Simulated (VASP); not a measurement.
# MgH2 (I4_1/amd) in VASP: notebook

MgH2 is run at these levels: PBE, r2SCAN; tasks: single point, relaxation of cell and atoms.

Program: VASP 6.6.1. These are calculated values, not measurements. Logs are shortened: lines on timing, memory, paths and dates and some standing lists are left out, and cuts for length are marked.

**1. The cell of the first run**

Symmetry: I4_1/amd, No. 141, tetragonal system. The conventional cell has a = 3.808 Å, b = 3.808 Å, c = 9.465 Å, α = 90.00°, β = 90.00°, γ = 90.00°. Within 2.6 Å of Mg (site symmetry -4m2) lie 6 H at 1.94 to 1.99 Å. H (site symmetry 2mm) has 3 Mg at 1.94 to 1.99 Å and 2 H at 2.49 Å within 2.6 Å.

**2. Single point, PBE**

INCAR reads:

```
SYSTEM = MgH2
PREC = Accurate ; ENCUT = 520
EDIFF = 1E-7 ; ISMEAR = 0
SIGMA = 0.1 ; LREAL = .False.
LASPH = .True. ; NELM = 80
ALGO = Normal ; ISIF = 2
LWAVE = .False. ; LCHARG = .False.
GGA = PE ; NBANDS = 20
```

KPOINTS reads:

```
regular mesh
0
Gamma
  4 4 4
  0 0 0
```

POSCAR reads:

```
MgH2
1.0
   -3.8083365922      3.8083365922      0.0000000000
    3.8083365922      3.8083365922      0.0000000000
    1.9041682961     -1.9041682961     -4.7322955713
Mg H
4 8
Direct
    0.5000000000      0.5000000000      0.0000000000
    0.0000000000      0.0000000000      0.0000000000
    1.0000000000      0.2500000000      0.5000000000
    0.5000000000      0.7500000000      0.5000000000
    0.2100830455      1.0000000000      0.4201660909
    0.7100830455      0.5000000000      0.4201660909
    0.7899169545      0.2500000000      0.0798339091
    0.2899169545      0.7500000000      0.0798339091
    0.2100830455      0.2500000000      0.9201660909
    0.7100830455      0.7500000000      0.9201660909
    0.7899169545      1.0000000000      0.5798339091
    0.2899169545      0.5000000000      0.5798339091
```

Potentials or basis: VASP PAW PBE potentials, release 64 (Mg, H).

Command:

```sh
$ cat potpaw_PBE.64/Mg/POTCAR potpaw_PBE.64/H/POTCAR > POTCAR
$ mpirun -np 1 vasp_std > vasp.out
```

OUTCAR:

```text
SYSTEM = MgH2
   PREC = Accurate
   ENCUT = 520
   EDIFF = 1E-7
   ISMEAR = 0
   LREAL = .False.
   LASPH = .True.
   NELM = 80
   ISIF = 2
   GGA = PE

 ion  position               nearest neighbor table
   1  0.500  0.500  0.000-   7 1.94   9 1.94   8 1.94  10 1.94   6 1.99  12 1.99   3 3.04   4 3.04
                             4 3.04   3 3.04
   2  0.000  0.000  0.000-   8 1.94  10 1.94   9 1.94   7 1.94   5 1.99  11 1.99   3 3.04   4 3.04
                             3 3.04   4 3.04
   3  0.000  0.250  0.500-   6 1.94  12 1.94  11 1.94   5 1.94   7 1.99   9 1.99   1 3.04   2 3.04
                             2 3.04   1 3.04
   4  0.500  0.750  0.500-   5 1.94  11 1.94   6 1.94  12 1.94   8 1.99  10 1.99   1 3.04   2 3.04
                             1 3.04   2 3.04
   5  0.210  0.000  0.420-   4 1.94   3 1.94   2 1.99
   6  0.710  0.500  0.420-   3 1.94   4 1.94   1 1.99
   7  0.790  0.250  0.080-   1 1.94   2 1.94   3 1.99
   8  0.290  0.750  0.080-   2 1.94   1 1.94   4 1.99
   9  0.210  0.250  0.920-   1 1.94   2 1.94   3 1.99
  10  0.710  0.750  0.920-   2 1.94   1 1.94   4 1.99
  11  0.790  0.000  0.580-   4 1.94   3 1.94   2 1.99
  12  0.290  0.500  0.580-   3 1.94   4 1.94   1 1.99

  LATTYP: Found a base centered orthorhombic cell.
 ALAT       =     5.3858012588
 B/A-ratio  =     1.7573227618
 C/A-ratio  =     1.0000000000

  Lattice vectors:

 A1 = (   1.9041682961,  -1.9041682961,   4.7322955713)
 A2 = (   1.9041682961,  -1.9041682961,  -4.7322955713)
 A3 = (   3.8083365922,   3.8083365922,   0.0000000000)

Analysis of symmetry for initial positions (statically):
=====================================================================
 Subroutine PRICEL returns following result:

  LATTYP: Found a body centered tetragonal cell.
 ALAT       =     3.8083365922
 C/A-ratio  =     2.4852296832

  Lattice vectors:

 A1 = (  -1.9041682961,  -1.9041682961,   4.7322955713)
 A2 = (   1.9041682961,   1.9041682961,   4.7322955713)
 A3 = (  -1.9041682961,   1.9041682961,  -4.7322955713)

   2 primitive cells build up your supercell.

 Routine SETGRP: Setting up the symmetry group for a
 base centered orthorhombic supercell.

 Subroutine GETGRP returns: Found  8 space group operations
 (whereof  4 operations were pure point group operations)
 out of a pool of  8 trial point group operations.

The static configuration has the point symmetry D_2 .
 The point group associated with its full space group is D_2h.

Analysis of symmetry for dynamics (positions and initial velocities):
=====================================================================
 Subroutine PRICEL returns following result:

  LATTYP: Found a body centered tetragonal cell.
 ALAT       =     3.8083365922
 C/A-ratio  =     2.4852296832

  Lattice vectors:

 A1 = (  -1.9041682961,  -1.9041682961,   4.7322955713)
 A2 = (   1.9041682961,   1.9041682961,   4.7322955713)
 A3 = (  -1.9041682961,   1.9041682961,  -4.7322955713)

   2 primitive cells build up your supercell.

 Routine SETGRP: Setting up the symmetry group for a
 base centered orthorhombic supercell.

 Subroutine GETGRP returns: Found  8 space group operations
 (whereof  4 operations were pure point group operations)
 out of a pool of  8 trial point group operations.

The dynamic configuration has the point symmetry D_2 .
 The point group associated with its full space group is D_2h.

 Subroutine INISYM returns: Found  8 space group operations
 (whereof  4 operations are pure point group operations),
 and found     2 'primitive' translations

----------------------------------------------------------------------------------------

                                     Primitive cell

  volume of cell :      68.6345

  direct lattice vectors                    reciprocal lattice vectors
    -1.904168296 -1.904168296  4.732295571    -0.262581832  0.000000000  0.105656968
     1.904168296  1.904168296  4.732295571     0.000000000  0.262581832  0.105656968
    -1.904168296  1.904168296 -4.732295571    -0.262581832  0.262581832  0.000000000

  length of vectors
     5.444844826  5.444844826  5.444844826     0.283041717  0.283041717  0.371346788

  position of ions in fractional coordinates (direct lattice)
     0.000000000  0.000000000  0.000000000
     0.250000000  0.750000000  0.500000000
     0.789916955  0.789916955  0.000000000
     0.460083045  0.960083045  0.500000000
     0.039916955  0.539916955  0.500000000
     0.210083045  0.210083045  1.000000000

  ion indices of the primitive-cell ions
   primitive index   ion index
                 1           1
                 2           4
                 3           6
                 4           8
                 5          10
                 6          12

----------------------------------------------------------------------------------------

 KPOINTS: regular mesh

Automatic generation of k-mesh.
 Grid dimensions read from file:
 generate k-points for:    4    4    4

[... 41 lines left out ...]
   ISPIN  =      1    spin polarized calculation?
   LNONCOLLINEAR =      F non collinear calculations
   LSORBIT =      F    spin-orbit coupling
   LASPH  =      T    aspherical Exc in radial PAW
   ENCUT  =  520.0 eV  38.22 Ry    6.18 a.u.  10.01 10.01 10.12*2*pi/ulx,y,z
   NELM   =     80;   NELMIN=  2; NELMDL= -5     # of ELM steps
   EDIFF  = 0.1E-06   stopping-criterion for ELM
   LREAL  =      F    real-space projection
   EDIFFG = 0.1E-05   stopping-criterion for IOM
   NSW    =      0    number of steps for IOM
   IBRION =     -1    ionic relax: 0-MD 1-quasi-New 2-CG
   NFREE  =      0    steps in history (QN), initial steepest desc. (CG)
   ISIF   =      2    stress and relaxation
   ISYM   =      2    0-nonsym 1-usesym 2-fastsym
   POTIM  = 0.5000    time-step for ionic-motion
   TEBEG  =    0.0;   TEEND  =   0.0 temperature during run
   PSTRESS=    0.0 pullay stress
   NELECT =      16.0000    total number of electrons
   NUPDOWN=      -1.0000    fix difference up-down
   EMIN   =  10.00;   EMAX   =-10.00  energy-range for DOS
   EFERMI =   0.00;   METHOD = LEGACY
   ISMEAR =     0;   SIGMA  =   0.10  broadening in eV -4-tet -1-fermi 0-gaus
   EFERMI_NEDOS =   21; number of points for ismear=-14 and -15
   IALGO  =     38    algorithm
   IMIX   =      4    mixing-type and parameters
     AMIX     =   0.40;   BMIX     =  1.00
     AMIX_MAG =   1.60;   BMIX_MAG =  1.00
  volume/ion in A,a.u.               =      11.44        77.19
  Fermi-wavevector in a.u.,A,eV,Ry     =   0.799694  1.511203  8.701075  0.639511
  Thomas-Fermi vector in A             =   1.906847
   LORBIT       =      0    0 simple, 1 ext, 2 COOP (PROOUT), +10 PAW based schemes
   GGA     = PE    functional components
   LHFCALC =     F    Hartree Fock is set to
   AEXX    =    0.0000 exact exchange contribution
   IVDW    =     0    specifies the selected vdW correction
   LEPSILON=     F    determine dielectric tensor
   LRPA    =     F    only Hartree local field effects (RPA)
 non-spin polarized calculation
 Gauss-broadening in eV      SIGMA  =   0.10
  energy-cutoff  :      520.00
  volume of cell :      137.27
 maximum number of plane-waves:      3728
   NGX = 21   NGY = 21   NGZ = 21

 number of electron      15.9999996 magnetization

 Free energy of the ion-electron system (eV)
  ---------------------------------------------------
  ext. energy  EPLUGINS =         0.00000000
  ---------------------------------------------------
  free energy    TOTEN  =       -34.93992267 eV

  energy without entropy =      -34.93992267  energy(sigma->0) =      -34.93992267

 E-fermi :  -0.0264     XC(G=0):  -7.8589

 val. band max:       -0.4950288967   @ k =   0.0000   0.0000   0.0000
 cond. band min:       3.0091701828   @ k =   0.0000   0.2500   0.0000
 fundamental gap:      3.5041990795
 Fermi energy:        -0.0263927518

 k-point     1 :       0.0000    0.0000    0.0000
  band No.  band energies     occupation
      1      -7.1647      2.00000
      2      -3.3730      2.00000
      3      -3.3730      2.00000
      4      -2.9290      2.00000
      5      -2.9290      2.00000
      6      -2.4940      2.00000
[... 472 lines left out ...]
     19       8.1287      0.00000
     20       8.1287      0.00000

------------------------ aborting loop because EDIFF is reached ----------------------------------------

  FORCE on cell =-STRESS in cart. coord.  units (eV):
  Direction    XX          YY          ZZ          XY          YZ          ZX
  --------------------------------------------------------------------------------------
  -------------------------------------------------------------------------------------
  Total       -0.1802949     -0.1802949     -0.2482084     -0.0006107     -0.0000000     -0.0000000
  in kB       -2.1043674     -2.1043674     -2.8970408     -0.0071283     -0.0000000     -0.0000000
  external PRESSURE =      -2.3685919 kB  Pullay stress =       0.0000000 kB

 VOLUME and BASIS-vectors are now :
 -----------------------------------------------------------------------------
  energy-cutoff  :      520.00
  volume of cell :      137.27
      direct lattice vectors                 reciprocal lattice vectors
    -3.808336592  3.808336592  0.000000000    -0.131290916  0.131290916 -0.105656968
     3.808336592  3.808336592  0.000000000     0.131290916  0.131290916  0.000000000
     1.904168296 -1.904168296 -4.732295571     0.000000000  0.000000000 -0.211313935

 POSITION                                       TOTAL-FORCE (eV/Angst)
 -----------------------------------------------------------------------------------
      0.00000      3.80834      0.00000         0.000000     -0.000000     -0.000000
      0.00000      0.00000      0.00000        -0.000000     -0.000000     -0.000000
      1.90417      0.00000     -2.36615        -0.000000      0.000000     -0.000000
      1.90417      3.80834     -2.36615        -0.000000      0.000000     -0.000000
     -0.00000      0.00000     -1.98835         0.000000     -0.000000     -0.001324
     -0.00000      3.80834     -1.98835         0.000000     -0.000000     -0.001324
     -1.90417      3.80834     -0.37780        -0.000000      0.000000      0.001324
      1.90417      3.80834     -0.37780        -0.000000      0.000000      0.001324
      1.90417      0.00000     -4.35450         0.000000     -0.000000     -0.001324
      1.90417      3.80834     -4.35450         0.000000     -0.000000     -0.001324
     -1.90417      1.90417     -2.74395        -0.000000      0.000000      0.001324
      1.90417      1.90417     -2.74395        -0.000000      0.000000      0.001324
 -----------------------------------------------------------------------------------
    total drift:                               -0.000000     -0.000000     -0.000000

  FREE ENERGIE OF THE ION-ELECTRON SYSTEM (eV)
  ---------------------------------------------------
  free  energy   TOTEN  =       -34.9399226693 eV

  energy  without entropy=      -34.9399226693  energy(sigma->0) =      -34.93992267
```

It took 54 s on 1 thread of Intel Xeon Platinum 8488C (Sapphire Rapids), shared host; peak memory 0.25 GiB.

What came out:

```yaml
Free_energy: -34.9399 eV
Pressure: -0.2 GPa
Band_gap_on_the_k_mesh: 3.50 eV
```

Levels at points of the mesh, in eV from the valence-band top:
```
           k point  band 6  band 7  band 8  band 9  band 10  band 11
(0.00, 0.00, 0.00)   -2.00   -1.77    0.00    3.56     3.56     4.77
(0.50, 0.00, 0.00)   -1.45   -1.45   -1.45    4.56     4.56     5.21
(0.00, 0.50, 0.00)   -1.39   -1.35   -1.35    3.90     3.90     4.45
(0.50, 0.50, 0.00)   -2.45   -0.89   -0.89    4.13     4.13     6.75
(0.00, 0.00, 0.50)   -2.43   -0.29   -0.29    3.56     3.56     5.34
(0.00, 0.50, 0.50)   -1.54   -1.54   -1.54    6.21     6.21     6.21
```

A k mesh can miss the band edges. PBE gaps usually lie below the measured ones, often by a third to a half.

**3. Relaxation of cell and atoms, PBE**

This run uses another cell than the first one: it holds 6 atoms, not 12.

INCAR reads:

```
ALGO = Normal
EDIFF = 1E-7
EDIFFG = -0.04
ENCUT = 600
GGA = PE
IBRION = 2
ISIF = 3
ISMEAR = 0
LASPH = T
LCHARG = F
LREAL = F
LWAVE = F
NELM = 80
NSW = 90
PREC = Accurate
SIGMA = 0.1
```

KPOINTS reads:

```
k-points
0
Gamma
  6 6 6
```

POSCAR reads:

```
MgH2
1.0
   -1.7712488900      1.7712488900      4.9643291800
    1.7712488900     -1.7712488900      4.9643291800
    1.7712488900      1.7712488900     -4.9643291800
Mg H
2 4
Direct
    0.0000000000      0.0000000000      0.0000000000
    0.7500000000      0.2500000000      0.5000000000
    0.8026239900      0.8026239900      0.0000000000
    0.9473760100      0.4473760100      0.5000000000
    0.5526239900      0.0526239900      0.5000000000
    0.1973760100      0.1973760100      0.0000000000
```

Potentials or basis: VASP PAW PBE potentials, release 64 (Mg, H).

Command:

```sh
$ cat potpaw_PBE.64/Mg/POTCAR potpaw_PBE.64/H/POTCAR > POTCAR
$ mpirun -np 1 vasp_std > vasp.out
```

Run time: 3.3 min. Hardware: 1 thread of Intel Xeon Platinum 8488C (Sapphire Rapids), shared host; peak memory 0.34 GiB.

Results (log left out):

```yaml
Free_energy: -17.4692 eV
Relaxed_volume: 11.43 Å³/atom
Relaxed_cell: a = 5.443 Å, b = 5.443 Å, c = 5.443 Å, α = 139.06°, β = 139.06°, γ = 59.28°
Space_group_after_relaxing_to_0.05_Å: I4_1/amd (No. 141)
Energy_gained_by_relaxing: 35.9 meV/atom
Ionic_steps: 9
Pressure_after_relaxing: -0.2 GPa
Band_gap_on_the_k_mesh: 3.53 eV, indirect (least direct gap 4.77 eV)
```

The path:
| step | energy change (eV) | largest force (eV/Å) | pressure (GPa) | volume (Å³) |
| --- | --- | --- | --- | --- |
| 1 | 0.0000 | 0.2538 | 5.78 | 62.30 |
| 2 | -0.1066 | 0.1994 | 2.56 | 65.73 |
| 3 | -0.1453 | 0.1164 | -1.41 | 71.42 |
| 4 | -0.1493 | 0.1347 | -0.61 | 70.10 |
| 5 | -0.1624 | 0.1236 | -0.56 | 69.94 |
| 6 | -0.1930 | 0.0975 | -0.38 | 69.44 |
| 7 | -0.2107 | 0.0793 | 0.20 | 68.26 |
| 8 | -0.2123 | 0.0810 | 0.05 | 68.52 |
| 9 | -0.2155 | 0.0019 | -0.16 | 68.57 |

Final structure:
```cif
data_structure
_symmetry_space_group_name_H-M 'P 1'
_symmetry_Int_Tables_number 1
_cell_length_a 5.4433
_cell_length_b 5.4433
_cell_length_c 5.4433
_cell_angle_alpha 139.060
_cell_angle_beta 139.060
_cell_angle_gamma 59.283
_cell_volume 68.57
loop_
_atom_site_label
_atom_site_type_symbol
_atom_site_fract_x
_atom_site_fract_y
_atom_site_fract_z
_atom_site_occupancy
Mg1 Mg 0.00000 0.00000 0.00000 1
Mg2 Mg 0.75000 0.25000 0.50000 1
H1 H 0.78990 0.78990 0.00000 1
H2 H 0.96010 0.46010 0.50000 1
H3 H 0.53990 0.03990 0.50000 1
H4 H 0.21010 0.21010 0.00000 1
```

Levels at points of the mesh, in eV from the valence-band top:
| k point | band 1 | band 2 | band 3 | band 4 | band 5 | band 6 | band 7 | band 8 |
| --- | --- | --- | --- | --- | --- | --- | --- | --- |
| (0.00, 0.00, 0.00) | -6.67 | -2.00 | -1.77 | 0.00 | 4.77 | 6.58 | 6.58 | 7.09 |
| (0.50, 0.00, 0.00) | -4.75 | -3.58 | -2.45 | -0.89 | 4.13 | 6.75 | 7.16 | 7.66 |
| (0.50, 0.50, 0.00) | -2.88 | -2.88 | -2.44 | -2.44 | 3.56 | 3.56 | 5.94 | 5.94 |
| (0.50, 0.50, 0.50) | -5.25 | -5.25 | -0.29 | -0.29 | 5.35 | 5.35 | 8.69 | 8.69 |

A k mesh can miss the band edges. As with any semilocal functional, this PBE gap is likely too small.

**4. Single point, r2SCAN**

This run uses another cell than the first one: it holds 6 atoms, not 12.

POSCAR reads:

```
MgH2
1.0
   -1.9041682961      1.9041682961      4.7322955713
    1.9041682961     -1.9041682961      4.7322955713
    1.9041682961      1.9041682961     -4.7322955713
Mg H
2 4
Direct
    0.0000000000      0.0000000000      0.0000000000
    0.7500000000      0.2500000000      0.5000000000
    0.7899169545      0.7899169545      0.0000000000
    0.9600830455      0.4600830455      0.5000000000
    0.5399169545      0.0399169545      0.5000000000
    0.2100830455      0.2100830455      0.0000000000
```

INCAR.step1 reads:

```
SYSTEM = MgH2
  PREC = Accurate
  ENCUT = 520
  ISMEAR = 0
  SIGMA = 0.02
  LREAL = .FALSE.
  LASPH = .TRUE.
  NELM = 60
  NBANDS = 13
  GGA = PE
  ALGO = Normal
  EDIFF = 1E-4
  LWAVE = .TRUE.
  LCHARG = .FALSE.
```

INCAR.step2 reads:

```
SYSTEM = MgH2
  PREC = Accurate
  ENCUT = 520
  EDIFF = 1E-6
  ISMEAR = 0
  SIGMA = 0.02
  LREAL = .FALSE.
  LASPH = .TRUE.
  NELM = 60
  ALGO = Normal
  ISIF = 2
  LWAVE = .FALSE.
  LCHARG = .FALSE.
  METAGGA = R2SCAN
  LMIXTAU = .TRUE.
  NBANDS = 13
  ISTART = 1
```

KPOINTS reads:

```
regular mesh
0
G
  8 8 8
  0 0 0
```

Command:

```sh
$ cat potpaw_PBE.64/Mg/POTCAR potpaw_PBE.64/H/POTCAR > POTCAR
$ cp INCAR.step1 INCAR
$ mpirun -np 1 vasp_std > vasp.out
$ cp INCAR.step2 INCAR
$ mpirun -np 1 vasp_std > vasp.out
```

Run time: 3.5 min. Hardware: 1 thread of Intel Xeon Platinum 8488C (Sapphire Rapids), shared host; peak memory 0.28 GiB.

It converged, with:

- Free energy: -23.5198 eV
- Pressure: -1.4 GPa
- Largest force: 0.029 eV/Å
- Band gap on the k mesh: 4.08 eV, indirect (least direct gap 5.23 eV)

Forces in eV/Å, atoms in the order of the input:
```
Mg   0.000  0.000  0.000
Mg   0.000  0.000  0.000
H    0.000  0.000  0.029
H    0.000  0.000 -0.029
H    0.000  0.000  0.029
H    0.000  0.000 -0.029
```

Stress tensor (GPa, compression positive):
```
-1.33  0.00  0.00
 0.00 -1.33  0.00
 0.00  0.00 -1.55
```

Levels at points of the mesh, in eV from the valence-band top:
```tsv
k point	band 1	band 2	band 3	band 4	band 5	band 6	band 7	band 8	band 9
(0.00, 0.00, 0.00)	-6.78	-2.05	-1.79	0.00	5.23	7.19	7.19	7.75	7.75
(0.50, 0.00, 0.00)	-4.80	-3.62	-2.51	-0.88	4.62	7.33	7.81	8.37	9.61
(0.50, 0.50, 0.00)	-2.91	-2.91	-2.49	-2.49	4.08	4.08	6.55	6.55	7.83
(0.50, 0.50, 0.50)	-5.33	-5.33	-0.30	-0.30	5.91	5.91	9.31	9.31	11.22
```

Caveat: the PAW data sets were made with another functional, which shifts forces and pressure a little. r2SCAN opens gaps a little over a GGA but as a rule still falls short of measured ones.

**5. The runs side by side**

```tsv
task	level	cell	k mesh	cutoff (eV)	smearing	gap on the mesh (eV)	pressure (GPa)
single point	PBE	a = 5.386, b = 5.386, c = 5.445 Å, angles 90.0, 119.6, 90.0°, 12 atoms	4 × 4 × 4	520	gaussian 0.1 eV	3.50	-0.2
relaxation of cell and atoms	PBE	relaxed from a = 5.561 Å, angles 142.9, 142.9, 53.5°, 6 atoms	6 × 6 × 6	600	gaussian 0.1 eV	3.53	-0.2
single point	r2SCAN	a = 5.445 Å, angles 139.1, 139.1, 59.3°, 6 atoms	8 × 8 × 8	520	gaussian 0.02 eV	4.08	-1.4
```

Alike in all rows: potentials or basis VASP PAW PBE potentials, release 64 (Mg, H); no spin polarisation.

Caveats: the PAW data sets were made with another functional, which shifts forces and pressure a little (some runs).

Absolute energies hang on the potentials; compare differences alone.
